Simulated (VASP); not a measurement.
## SnSe: single point with LDA

The system is SnSe.

```
Sn Se
1.0
     0.00000    2.97275    2.97275
     2.97275    0.00000    2.97275
     2.97275    2.97275    0.00000
Sn Se
1 1
Direct
  0.00000 0.00000 0.00000
  0.50000 0.50000 0.50000
```

```
Program             : VASP 6.6.1
Task                : single point
Functional          : LDA
Potentials or basis : VASP PAW LDA potentials, release 64 (Sn_d, Se)
Cutoff              : 500 eV
k mesh              : 8 × 8 × 8
Occupations         : gaussian, width 0.02 eV
Spin                : no spin polarisation
```

* Pressure: -1.4 GPa
* Band gap on the k mesh: 0.74 eV (least direct gap 0.79 eV)

Levels at points of the mesh, in eV from the valence-band top:
```tsv
k point	band 6	band 7	band 8	band 9	band 10	band 11	band 12	band 13	band 14	band 15
(0.00, 0.00, 0.00)	-14.01	-4.94	-2.15	-2.15	-2.15	4.48	4.48	4.48	5.94	5.94
(0.50, 0.00, 0.00)	-12.98	-8.18	-1.88	-1.88	0.00	0.79	1.29	1.29	8.38	10.33
(0.50, 0.50, 0.00)	-12.67	-5.99	-5.61	-3.68	-3.68	2.99	5.59	5.59	6.24	10.76
```

Run time: 9.7 s on 1 thread of AMD EPYC 9R45 96-Core Processor (Zen 5), with other jobs on the host, peak memory 0.13 GiB.

Caveat: spin-orbit coupling is left out, which moves the levels of the heavy elements. A k mesh can miss the band edges.
